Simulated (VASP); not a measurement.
# Ti6C in VASP: notebook

Ti6C is run at these levels: PBE; tasks: single point.

Everything below comes from runs of VASP 6.6.1. Logs are shortened: lines on timing, memory, paths and dates and some standing lists are left out, and cuts for length are marked.

## (1) The cell of the first run

The cell holds a slab with vacuum, 7 atoms: a = 2.832 Å, b = 4.579 Å, c = 22.051 Å, α = 90.00°, β = 90.00°, γ = 90.00°.

## (2) Single point, PBE

File INCAR:

```
PREC = Accurate ; ENCUT = 520
EDIFF = 1E-7 ; ISMEAR = 0
SIGMA = 0.1 ; LREAL = F
LASPH = T ; NELM = 100
ALGO = Normal ; ISIF = 2
LWAVE = F ; LCHARG = F
LDIPOL = T ; IDIPOL = 3
DIPOL = 0.5 0.5 0.361 ; GGA = PE
NBANDS = 47
```

File KPOINTS:

```
Automatic mesh
0
Gamma
  9 6 1
```

File POSCAR:

```
Ti6C
1.0
    2.8319727860      0.0000000000      0.0000000000
    0.0000000000      4.5793473380      0.0000000000
    0.0000000000      0.0000000000     22.0506909065
Ti C
6 1
Direct
    0.5000000000      0.0000000000      0.1814002118
    0.0000000000      0.5000000000      0.2413504290
    0.5000000000      0.0000000000      0.3013006462
    0.5000000000      0.5000000000      0.3625816208
    0.0000000000      0.0000000000      0.4208167734
    0.5000000000      0.5000000000      0.4784743912
    0.8333333333      0.6000000000      0.5419167928
```

Potentials or basis: VASP PAW PBE potentials, release 64 (Ti_sv, C).

The run is started by

```
> cat potpaw_PBE.64/Ti_sv/POTCAR potpaw_PBE.64/C/POTCAR > POTCAR
> mpirun -np 1 vasp_std > vasp.out
```

OUTCAR:

```text
PREC = Accurate
   ENCUT = 520
   EDIFF = 1E-7
   ISMEAR = 0
   LREAL = F
   LASPH = T
   NELM = 100
   ISIF = 2
   GGA = PE

 ion  position               nearest neighbor table
   1  0.500  0.000  0.181-   3 2.64
   2  0.000  0.500  0.241-
   3  0.500  0.000  0.301-   1 2.64   4 2.66   4 2.66
   4  0.500  0.500  0.363-   6 2.56   3 2.66   3 2.66
   5  0.000  0.000  0.421-
   6  0.500  0.500  0.478-   7 1.75   7 2.39   4 2.56
   7  0.833  0.600  0.542-   6 1.75   6 2.39

  LATTYP: Found a simple orthorhombic cell.
 ALAT       =     2.8319727860
 B/A-ratio  =     1.6170167173
 C/A-ratio  =     7.7863357358

  Lattice vectors:

 A1 = (   2.8319727860,   0.0000000000,   0.0000000000)
 A2 = (   0.0000000000,   4.5793473380,   0.0000000000)
 A3 = (   0.0000000000,   0.0000000000,  22.0506909065)

Analysis of symmetry for initial positions (statically):
=====================================================================
 Subroutine PRICEL returns:
 Original cell was already a primitive cell.

 Routine SETGRP: Setting up the symmetry group for a
 simple orthorhombic supercell.

 Subroutine GETGRP returns: Found  1 space group operations
 (whereof  1 operations were pure point group operations)
 out of a pool of  8 trial point group operations.

The static configuration has the point symmetry C_1 .

Analysis of symmetry for dynamics (positions and initial velocities):
=====================================================================
 Subroutine PRICEL returns:
 Original cell was already a primitive cell.

 Routine SETGRP: Setting up the symmetry group for a
 simple orthorhombic supercell.

 Subroutine GETGRP returns: Found  1 space group operations
 (whereof  1 operations were pure point group operations)
 out of a pool of  8 trial point group operations.

The dynamic configuration has the point symmetry C_1 .

 Subroutine INISYM returns: Found  1 space group operations
 (whereof  1 operations are pure point group operations),
 and found     1 'primitive' translations

----------------------------------------------------------------------------------------

                                     Primitive cell

  volume of cell :     285.9663

  direct lattice vectors                    reciprocal lattice vectors
     2.831972786  0.000000000  0.000000000     0.353110738  0.000000000  0.000000000
     0.000000000  4.579347338  0.000000000     0.000000000  0.218371730  0.000000000
     0.000000000  0.000000000 22.050690907     0.000000000  0.000000000  0.045350053

  length of vectors
     2.831972786  4.579347338 22.050690907     0.353110738  0.218371730  0.045350053

  position of ions in fractional coordinates (direct lattice)
     0.500000000  0.000000000  0.181400212
     0.000000000  0.500000000  0.241350429
     0.500000000  0.000000000  0.301300646
     0.500000000  0.500000000  0.362581621
     0.000000000  0.000000000  0.420816773
     0.500000000  0.500000000  0.478474391
     0.833333333  0.600000000  0.541916793

  ion indices of the primitive-cell ions
   primitive index   ion index
                 1           1
                 2           2
                 3           3
                 4           4
                 5           5
                 6           6
                 7           7

----------------------------------------------------------------------------------------

 KPOINTS: Automatic mesh

Automatic generation of k-mesh.
 Grid dimensions read from file:
 generate k-points for:    9    6    1

 Generating k-lattice:

  Cartesian coordinates                     Fractional coordinates (reciprocal lattice)
     0.039234526  0.000000000  0.000000000     0.111111111  0.000000000  0.000000000
     0.000000000  0.036395288  0.000000000     0.000000000  0.166666667  0.000000000
     0.000000000  0.000000000  0.045350053     0.000000000  0.000000000  1.000000000

  Length of vectors
     0.039234526  0.036395288  0.045350053

  Shift w.r.t. Gamma in fractional coordinates (k-lattice)
     0.000000000  0.000000000  0.000000000

 Subroutine IBZKPT returns following result:
 ===========================================

 Found     28 irreducible k-points:

 Following reciprocal coordinates:
            Coordinates               Weight
  0.000000  0.000000  0.000000      1.000000
  0.111111  0.000000  0.000000      2.000000
  0.222222  0.000000  0.000000      2.000000
  0.333333  0.000000  0.000000      2.000000
  0.444444  0.000000  0.000000      2.000000
  0.000000  0.166667  0.000000      2.000000
[... 16 lines left out ...]
  0.444444 -0.333333  0.000000      2.000000
  0.000000  0.500000  0.000000      1.000000
 [... further k-points ...]
   k-points           NKPTS =     28   k-points in BZ     NKDIM =     28   number of bands    NBANDS=     47
   number of dos      NEDOS =    301   number of ions     NIONS =      7
   total plane-waves  NPLWV = 145152
   dimension x,y,z NGX =    24 NGY =   36 NGZ =  168
   dimension x,y,z NGXF=    48 NGYF=   72 NGZF=  336
   ions per type =               6   1
   NGX,Y,Z   is equivalent  to a cutoff of  14.09, 13.07, 12.67 a.u.
   NGXF,Y,Z  is equivalent  to a cutoff of  28.18, 26.14, 25.33 a.u.
 SYSTEM =  unknown system
   PREC   = accura    normal or accurate (medium, high low for compatibility)
   ISTART =      0    job   : 0-new  1-cont  2-samecut
   ICHARG =      2    charge: 1-file 2-atom 10-const
   ISPIN  =      1    spin polarized calculation?
   LNONCOLLINEAR =      F non collinear calculations
   LSORBIT =      F    spin-orbit coupling
   LASPH  =      T    aspherical Exc in radial PAW
   ENCUT  =  520.0 eV  38.22 Ry    6.18 a.u.   5.27  8.51 41.00*2*pi/ulx,y,z
   NELM   =    100;   NELMIN=  2; NELMDL= -5     # of ELM steps
   EDIFF  = 0.1E-06   stopping-criterion for ELM
   LREAL  =      F    real-space projection
   EDIFFG = 0.1E-05   stopping-criterion for IOM
   NSW    =      0    number of steps for IOM
   IBRION =     -1    ionic relax: 0-MD 1-quasi-New 2-CG
   NFREE  =      0    steps in history (QN), initial steepest desc. (CG)
   ISIF   =      2    stress and relaxation
   ISYM   =      2    0-nonsym 1-usesym 2-fastsym
   POTIM  = 0.5000    time-step for ionic-motion
   TEBEG  =    0.0;   TEEND  =   0.0 temperature during run
   PSTRESS=    0.0 pullay stress
   NELECT =      76.0000    total number of electrons
   NUPDOWN=      -1.0000    fix difference up-down
   EMIN   =  10.00;   EMAX   =-10.00  energy-range for DOS
   EFERMI =   0.00;   METHOD = LEGACY
   ISMEAR =     0;   SIGMA  =   0.10  broadening in eV -4-tet -1-fermi 0-gaus
   EFERMI_NEDOS =   21; number of points for ismear=-14 and -15
   IALGO  =     38    algorithm
   IMIX   =      4    mixing-type and parameters
     AMIX     =   0.40;   BMIX     =  1.00
     AMIX_MAG =   1.60;   BMIX_MAG =  1.00
  volume/ion in A,a.u.               =      40.85       275.69
  Fermi-wavevector in a.u.,A,eV,Ry     =   1.052546  1.989023 15.073256  1.107853
  Thomas-Fermi vector in A             =   2.187633
   LORBIT       =      0    0 simple, 1 ext, 2 COOP (PROOUT), +10 PAW based schemes
   GGA     = PE    functional components
   LHFCALC =     F    Hartree Fock is set to
   AEXX    =    0.0000 exact exchange contribution
   IVDW    =     0    specifies the selected vdW correction
   LEPSILON=     F    determine dielectric tensor
   LRPA    =     F    only Hartree local field effects (RPA)
 non-spin polarized calculation
 Gauss-broadening in eV      SIGMA  =   0.10
  energy-cutoff  :      520.00
  volume of cell :      285.97
 maximum number of plane-waves:      7748
 NGX is ok and might be reduce to    24
   NGX = 11   NGY = 17   NGZ = 81

 dipolmoment           0.000000      0.000000     -0.050372 electrons x Angstroem

 number of electron      75.9999999 magnetization

 dipolmoment           0.000000      0.000000      0.218164 electrons x Angstroem

 Free energy of the ion-electron system (eV)
  ---------------------------------------------------
  ext. energy  EPLUGINS =         0.00000000
  ---------------------------------------------------
  free energy    TOTEN  =       -49.56003350 eV

  energy without entropy =      -49.50835813  energy(sigma->0) =      -49.53419581

 E-fermi :   0.1510     XC(G=0):  -5.4510

 val. band max:        0.1380820562   @ k =   0.3333   0.5000   0.0000
 cond. band min:       0.1520477954   @ k =   0.3333   0.3333   0.0000
 fundamental gap:      0.0139657392
 Fermi energy:         0.1510015422

 k-point     1 :       0.0000    0.0000    0.0000
  band No.  band energies     occupation
      1     -56.8129      2.00000
      2     -56.7317      2.00000
      3     -56.7072      2.00000
      4     -56.4483      2.00000
      5     -56.3380      2.00000
      6     -55.7925      2.00000
[... 39 lines left out ...]
     46       1.3615      0.00000
     47       1.7844      0.00000

 k-point     2 :       0.1111    0.0000    0.0000
  band No.  band energies     occupation
      1     -56.8056      2.00000
      2     -56.7249      2.00000
      3     -56.7016      2.00000
      4     -56.4425      2.00000
      5     -56.3319      2.00000
      6     -55.7859      2.00000
[... 39 lines left out ...]
     46       1.2641      0.00000
     47       1.6787      0.00000

 k-point     3 :       0.2222    0.0000    0.0000
  band No.  band energies     occupation
      1     -56.7872      2.00000
      2     -56.7077      2.00000
      3     -56.6876      2.00000
      4     -56.4278      2.00000
      5     -56.3164      2.00000
      6     -55.7690      2.00000
[... 1039 lines left out ...]
     46       1.5433      0.00000
     47       1.6955      0.00000

 k-point    24 :       0.0000    0.5000    0.0000
  band No.  band energies     occupation
      1     -56.8039      2.00000
      2     -56.7273      2.00000
      3     -56.7138      2.00000
      4     -56.4134      2.00000
      5     -56.3795      2.00000
      6     -55.7934      2.00000
[... 39 lines left out ...]
     46       1.5376      0.00000
     47       1.5982      0.00000

 [... further k-points ...]

------------------------ aborting loop because EDIFF is reached ----------------------------------------

 vacuum level on the upper side and lower side of the slab       (xc-potential included)         1.415        -1.612

  FORCE on cell =-STRESS in cart. coord.  units (eV):
  Direction    XX          YY          ZZ          XY          YZ          ZX
  --------------------------------------------------------------------------------------
  -------------------------------------------------------------------------------------
  Total       -0.8618729     -3.6123512     -0.2884552      0.5521669      1.0716850      3.7512048
  in kB       -4.8287971    -20.2388433     -1.6161220      3.0936140      6.0043065     21.0167951
  external PRESSURE =      -8.8945875 kB  Pullay stress =       0.0000000 kB

 VOLUME and BASIS-vectors are now :
 -----------------------------------------------------------------------------
  energy-cutoff  :      520.00
  volume of cell :      285.97
      direct lattice vectors                 reciprocal lattice vectors
     2.831972786  0.000000000  0.000000000     0.353110738  0.000000000  0.000000000
     0.000000000  4.579347338  0.000000000     0.000000000  0.218371730  0.000000000
     0.000000000  0.000000000 22.050690907     0.000000000  0.000000000  0.045350053

 POSITION                                       TOTAL-FORCE (eV/Angst)
 -----------------------------------------------------------------------------------
      1.41599      0.00000      4.00000         0.013550      0.005404      0.381151
      0.00000      2.28967      5.32194         0.024491     -0.023633     -0.049963
      1.41599      0.00000      6.64389        -0.013871      0.044362     -0.331694
      1.41599      2.28967      7.99518        -0.198603     -0.003661     -0.059694
      0.00000      0.00000      9.27930         0.118097     -0.305002     -0.324779
      1.41599      2.28967     10.55069        -2.486051     -0.260656      0.307951
      2.35998      2.74761     11.94964         2.542386      0.543187      0.077027
 -----------------------------------------------------------------------------------
    total drift:                               -0.000049     -0.000027     -0.000165

  FREE ENERGIE OF THE ION-ELECTRON SYSTEM (eV)
  ---------------------------------------------------
  free  energy   TOTEN  =       -49.5600334961 eV

  energy  without entropy=      -49.5083581272  energy(sigma->0) =      -49.53419581

 vacuum level on the upper side and lower side of the slab         6.518         3.423
```

It took 17 min on 1 thread of AMD EPYC 9R14 (Zen 4), shared host; peak memory 0.49 GiB.

Results:

```
Free energy            : -49.5600 eV
Largest force          : 2.601 eV/Å
Band gap on the k mesh : zero (bands 38 and 39 overlap by 0.14 eV)
```

Forces in eV/Å, atoms in the order of the input:
```
Ti   0.014  0.005  0.381
Ti   0.024 -0.024 -0.050
Ti  -0.014  0.044 -0.332
Ti  -0.199 -0.004 -0.060
Ti   0.118 -0.305 -0.325
Ti  -2.486 -0.261  0.308
C    2.542  0.543  0.077
```

(Part 1 of 2 ends here.)
